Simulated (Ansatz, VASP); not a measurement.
# Two plane-wave programs on WS2

```
CELL_PARAMETERS angstrom
3.15974 0.00000 0.00000
-1.57987 2.87324 0.00000
0.00000 0.00000 32.29053
ATOMIC_POSITIONS crystal
S 0.33412 0.66823 0.45207
S 0.33412 0.66823 0.54793
W 0.66510 0.33020 0.50000
```

Change from the starting cell: strain along y +0.050, atoms relaxed.

Alike in both runs: functional PBE; dispersion D3(BJ); k mesh 12 × 12 × 1; occupations gaussian, width 0.02 eV; no spin polarisation.

Ansatz relaxed the structure, and its values are those at the end. VASP's run is a single point on that final structure, the one shown.

|  | VASP | Ansatz |
| --- | --- | --- |
| version | VASP 6.6.1 | Ansatz 0.2.0 |
| potentials or method | VASP PAW PBE potentials, release 64 (S, W_sv), cutoff 520 eV | scalar-relativistic, plane waves, PAW |
| valence electrons in the cell | 26 | 26 |

```tsv
	VASP	Ansatz	Ansatz less VASP
gap on the k mesh at the Fermi level (eV)	1.43	1.41	-0.012
least direct gap on the mesh (eV)	1.59	1.59	-0.003
rms of the force components (eV/Å)	0.007	0.005	-0.0012
```

Ansatz's warnings: stress scf threshold loose, structure snapped to symmetry.

Spin-orbit coupling is off throughout.
